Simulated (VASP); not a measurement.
Write the native input for VASP 6.6.1 that does the following.

| Property | Result |
| --- | --- |
| Task | relaxation of the atoms |
| Functional | PBEsol |
| Potentials or basis | VASP PAW PBE potentials, release 64 (Sr_sv, Ti_sv, O) |
| Cutoff | 520 eV |
| k mesh | 1 × 1 × 1, shifted |
| Occupations | fermi-dirac, width 0.05 eV |
| Spin | no spin polarisation |
| Dipole correction | no |
| Further INCAR settings | LREAL = Auto; ALGO = Normal; EDIFF = 1e-07; ISYM = -1; IBRION = 2; EDIFFG = -0.03; NSW = 100 |

The structure of Sr8Ti9O24 (a cell with a defect) lies in POSCAR:

```
Sr8Ti9O24
1.0
    7.7828210000      0.0000000000      0.0000000000
    0.0000000000      7.7828210000      0.0000000000
    0.0000000000      0.0000000000      7.7828210000
Sr Ti O
8 9 24
Direct
    0.9975840000      0.0006640000      0.0064190000
    0.9978760000      0.0048790000      0.4960860000
    0.9993280000      0.5016300000      0.0017490000
    0.9953540000      0.5032240000      0.5000640000
    0.4993190000      0.0014680000      0.9997920000
    0.5029730000      0.9977080000      0.5013830000
    0.5019690000      0.5015660000      0.9991500000
    0.5064610000      0.5029330000      0.4978430000
    0.2473050000      0.2499000000      0.2452470000
    0.2489840000      0.2481090000      0.7504220000
    0.2487040000      0.7469380000      0.2522460000
    0.2506370000      0.7456660000      0.7504680000
    0.7497700000      0.2470810000      0.2475670000
    0.7519780000      0.2496540000      0.7505270000
    0.7473960000      0.7494520000      0.2497460000
    0.7486240000      0.7484680000      0.7469560000
    0.2471060000      0.5018160000      0.5009110000
    0.2495030000      0.2549670000      0.9987190000
    0.2460190000      0.2493790000      0.5024530000
    0.2505860000      0.7461110000      0.9968120000
    0.2480740000      0.7490470000      0.4990260000
    0.7467540000      0.2487320000      0.9986460000
    0.7533670000      0.2486490000      0.5046970000
    0.7498670000      0.7523740000      0.0010760000
    0.7533540000      0.7464360000      0.5011870000
    0.0063680000      0.2528170000      0.2477760000
    0.9981940000      0.2497890000      0.7504860000
    0.9999180000      0.7510380000      0.2500690000
    0.0048010000      0.7486280000      0.7509540000
    0.4957510000      0.2507930000      0.2455290000
    0.4974160000      0.2507780000      0.7469780000
    0.4975820000      0.7524090000      0.2500850000
    0.4972620000      0.7525910000      0.7434270000
    0.2472890000      0.0036910000      0.2503880000
    0.2484420000      0.0017600000      0.7464780000
    0.2461070000      0.5009550000      0.2483490000
    0.2486790000      0.4989750000      0.7487080000
    0.7504560000      0.9989860000      0.2516060000
    0.7525160000      0.9993360000      0.7479080000
    0.7496040000      0.5035030000      0.2564980000
    0.7464220000      0.5019320000      0.7458840000
```

One way to write it, as run:

INCAR

```
ALGO = Normal
EDIFF = 1E-7
EDIFFG = -0.03
ENCUT = 520
GGA = PS
GGA_COMPAT = False
IBRION = 2
ISIF = 2
ISMEAR = -1
ISYM = -1
LASPH = True
LCHARG = False
LREAL = Auto
LWAVE = False
NELM = 120
NELMIN = 4
NSW = 100
PREC = Accurate
SIGMA = 0.05
```

KPOINTS

```
explicit points
1
Reciprocal
  0.25000000   0.25000000   0.25000000 1
```

Potentials or basis: VASP PAW PBE potentials, release 64 (Sr_sv, Ti_sv, O).

Run with:

```sh
$ cat potpaw_PBE.64/Sr_sv/POTCAR potpaw_PBE.64/Ti_sv/POTCAR potpaw_PBE.64/O/POTCAR > POTCAR
$ mpirun -np 1 vasp_std > vasp.out
```

Results of the run:

```yaml
Energy_gained_by_relaxing: 127.5 meV/atom
Ionic_steps: 18
Pressure_after_relaxing: 8.5 GPa
Largest_force_after_relaxing: 0.022 eV/Å
```

Caveat: the PAW data sets were made with another functional, which shifts forces and pressure a little.

It took 40 min on 1 thread of AMD EPYC 9R45 96-Core Processor (Zen 5) (shared host), peak memory 0.57 GiB.
